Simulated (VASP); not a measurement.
A run of VASP 6.6.1 is set up as follows.

Contents of INCAR:

```
  PREC = Accurate
  ENCUT = 520
  EDIFF = 1E-6
  ISMEAR = 0
  SIGMA = 0.1
  LREAL = Auto
  LASPH = True
  NELM = 80
  ALGO = Normal
  ISIF = 2
  LWAVE = False
  LCHARG = False
  LDIPOL = True
  IDIPOL = 3
  DIPOL = 0.5 0.5 0.321
  NBANDS = 46
```

Contents of KPOINTS:

```
regular mesh
0
Gamma
  6 4 1
```

File POSCAR:

```
Be24Cl
1.0
    4.4524297778      0.0000000000      0.0000000000
    0.0000000000      7.0331519559      0.0000000000
    0.0000000000      0.0000000000     19.7998741415
Be Cl
24 1
Direct
    0.0000000000      0.3750000000      0.2020214862
    0.0000000000      0.8750000000      0.2020214862
    0.5000000000      0.3750000000      0.2020214862
    0.5000000000      0.8750000000      0.2020214862
    0.2500000000      0.1250000000      0.2344789088
    0.2500000000      0.6250000000      0.2344789088
    0.7500000000      0.1250000000      0.2344789088
    0.7500000000      0.6250000000      0.2344789088
    0.2500000000      0.3750000000      0.2993937541
    0.2500000000      0.8750000000      0.2993937541
    0.7500000000      0.3750000000      0.2993937541
    0.7500000000      0.8750000000      0.2993937541
    0.0000000000      0.1250000000      0.3261495625
    0.0000000000      0.6250000000      0.3261495625
    0.5000000000      0.1250000000      0.3261495625
    0.5000000000      0.6250000000      0.3261495625
    0.0000000000      0.3750000000      0.3969669015
    0.0000000000      0.8750000000      0.3969669015
    0.5000000000      0.3750000000      0.3969669015
    0.5000000000      0.8750000000      0.3969669015
    0.2500000000      0.1250000000      0.4191882273
    0.2500000000      0.6250000000      0.4191882273
    0.7500000000      0.1250000000      0.4191882273
    0.7500000000      0.6250000000      0.4191882273
    0.4166666667      0.3125000000      0.5030945040
```

Potentials or basis: VASP PAW LDA potentials, release 64 (Be, Cl).

Launch:

```sh
$ cat potpaw_LDA.64/Be/POTCAR potpaw_LDA.64/Cl/POTCAR > POTCAR
$ mpirun -np 1 vasp_std > vasp.out
```

**Question.** Predict the largest force.

**Answer.** 1.009 eV/Å.

**Question.** Estimate the band gap on the k mesh.

**Answer.** Zero (an odd number of electrons rules out a gap without spin polarisation).

Forces in eV/Å, atoms in the order of the input:
```
Be   0.044 -0.024  0.515
Be  -0.077 -0.015  0.581
Be  -0.034  0.012  0.567
Be   0.073 -0.129  0.480
Be  -0.013  0.076 -0.658
Be  -0.015 -0.049 -0.608
Be   0.004  0.044 -0.683
Be   0.001  0.118 -0.758
Be  -0.175  0.027  0.232
Be  -0.039 -0.069  0.078
Be   0.156  0.075 -0.044
Be   0.067 -0.020  0.163
Be   0.094  0.067  0.050
Be  -0.034  0.026 -0.111
Be  -0.006  0.027  0.378
Be   0.044  0.064  0.171
Be  -0.416  0.402 -0.826
Be  -0.039 -0.070  0.004
Be   0.264  0.239  0.244
Be  -0.011 -0.064 -0.140
Be   0.076 -0.068  0.616
Be  -0.235  0.351 -0.097
Be   0.025 -0.096  0.037
Be   0.334  0.070 -0.203
Cl  -0.088 -0.993  0.013
```
